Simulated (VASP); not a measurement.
LiCrF3, 5 atoms in the cell. The structure is cubic, space group Pm-3m (No. 221). The conventional cell has a = 4.095 Å, b = 4.095 Å, c = 4.095 Å, α = 90.00°, β = 90.00°, γ = 90.00°. Within 3.8 Å of Li (site symmetry m-3m) lie 12 F at 2.90 Å and 8 Cr at 3.55 Å. Within 2.7 Å of Cr (site symmetry m-3m) lie 6 F at 2.05 Å. F (site symmetry 4/mmm) has 2 Cr at 2.05 Å within 2.7 Å. 

| Item | Value |
| --- | --- |
| Program | VASP 6.6.1 |
| Task | single point |
| Functional | PBE |
| Potentials or basis | VASP PAW PBE potentials, release 64 (Li_sv, Cr_pv, F) |
| Cutoff | 520 eV |
| k mesh | 6 × 6 × 6 |
| Occupations | gaussian, width 0.1 eV |
| Spin | collinear spin, ferromagnetic start |
| Starting moments | [0.0, 3.0, 0.0, 0.0, 0.0] μB |
| Dipole correction | no |
| Further INCAR settings | ALGO = Normal; EDIFF = 1e-06; NBANDS = 30 |

Potentials or basis: VASP PAW PBE potentials, release 64 (Li_sv, Cr_pv, F).

Launch:

```console
$ cat potpaw_PBE.64/Li_sv/POTCAR potpaw_PBE.64/Cr_pv/POTCAR potpaw_PBE.64/F/POTCAR > POTCAR
$ mpirun -np 1 vasp_std > vasp.out
```

Hardware: 1 thread of Intel(R) Xeon(R) Platinum 8259CL CPU @ 2.50GHz (Skylake/Cascade Lake) (shared host).

Task: Estimate the wall time of this run.

Result: It took 70 s on 1 thread of Intel(R) Xeon(R) Platinum 8259CL CPU @ 2.50GHz (Skylake/Cascade Lake) (shared host), peak memory 0.21 GiB. Counts: scf iterations 16, k points 20.
